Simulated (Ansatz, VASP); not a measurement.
## One calculation of HfZrS4, two programs

```
CELL_PARAMETERS angstrom
6.35467 0.00000 -0.00122
0.00000 3.66937 0.00000
-0.00263 0.00000 6.79565
ATOMIC_POSITIONS crystal
Zr 0.00000 0.00000 0.00000
Hf 0.50000 0.50000 0.00000
S 0.16900 0.50000 0.21305
S 0.66453 0.00000 0.21266
S 0.83100 0.50000 0.78695
S 0.33547 0.00000 0.78734
```

Alike in both runs: functional PBE; k mesh 4 × 8 × 4; occupations gaussian, width 0.02 eV; no spin polarisation.

Ansatz relaxed the structure, and its values are those at the end. VASP's run is a single point on that final structure, the one shown.

```csv
,VASP,Ansatz
version,VASP 6.6.1,Ansatz 0.2.0
potentials or method,"VASP PAW PBE potentials, release 64 (Zr_sv, Hf_pv, S), cutoff 520 eV","scalar-relativistic, plane waves, PAW"
valence electrons in the cell,46,62
```

Ansatz gave:

* gap on the k mesh at the Fermi level (eV): 1.14
* least direct gap on the mesh (eV): 1.18
* pressure (GPa): 0.0
* rms of the force components (eV/Å): 0.003

Problem. What did VASP give for the same quantities?

Solution. gap on the k mesh at the Fermi level (eV): 1.15; least direct gap on the mesh (eV): 1.19; pressure (GPa): -0.2; rms of the force components (eV/Å): 0.021.

The functional is the same, so the differences come from potentials, cutoffs and numerics. VASP's potentials hold 46 valence electrons a cell and Ansatz's 62, so a difference there can come from the potentials and not from the codes.

Neither program's run includes spin-orbit coupling.
